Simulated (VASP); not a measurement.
A run of VASP 6.6.1 is set up as follows.

INCAR

```
ALGO     = Normal         # electronic algorithm
EDIFF    = 1E-6           # SCF threshold, eV
EDIFFG   = -0.04          # ionic threshold
ENCUT    = 600            # plane-wave cutoff, eV
GGA      = PE             # functional
IBRION   = 2              # ionic algorithm
ISIF     = 3              # what is computed and relaxed
ISMEAR   = 0              # smearing method
LASPH    = True           # aspherical terms in the spheres
LCHARG   = False          # write CHGCAR
LREAL    = False          # projectors in reciprocal space
LWAVE    = False          # write WAVECAR
NELM     = 100            # most SCF steps
NSW      = 90             # ionic steps
PREC     = Accurate       # precision mode
SIGMA    = 0.1            # smearing width, eV
```

Contents of KPOINTS:

```
k-points
0
Gamma
  6 6 6
```

The input POSCAR:

```
ZrC
1.0
    3.0846412000      0.0000000000      0.0000000000
    0.0000000000      3.0846412000      0.0000000000
    0.0000000000      0.0000000000      3.0846412000
Zr C
1 1
Direct
    0.5000000000      0.5000000000      0.5000000000
    0.0000000000      0.0000000000      0.0000000000
```

Potentials or basis: VASP PAW PBE potentials, release 64 (Zr_sv, C).

Run with:

```console
$ cat potpaw_PBE.64/Zr_sv/POTCAR potpaw_PBE.64/C/POTCAR > POTCAR
$ mpirun -np 1 vasp_std > vasp.out
```

(1) Predict the relaxed cell.

(2) Predict the space group after relaxing (to 0.05 Å).

(3) Predict the relaxed volume.

(4) What does it give for the band gap on the k mesh?

Results:

(1) a = 2.923 Å, b = 2.923 Å, c = 2.923 Å, α = 90.00°, β = 90.00°, γ = 90.00°.

(2) Pm-3m (No. 221).

(3) 12.49 Å³/atom.

(4) zero (band 8 reaches 11.57 eV, above the bottom of band 9 at 9.53 eV).
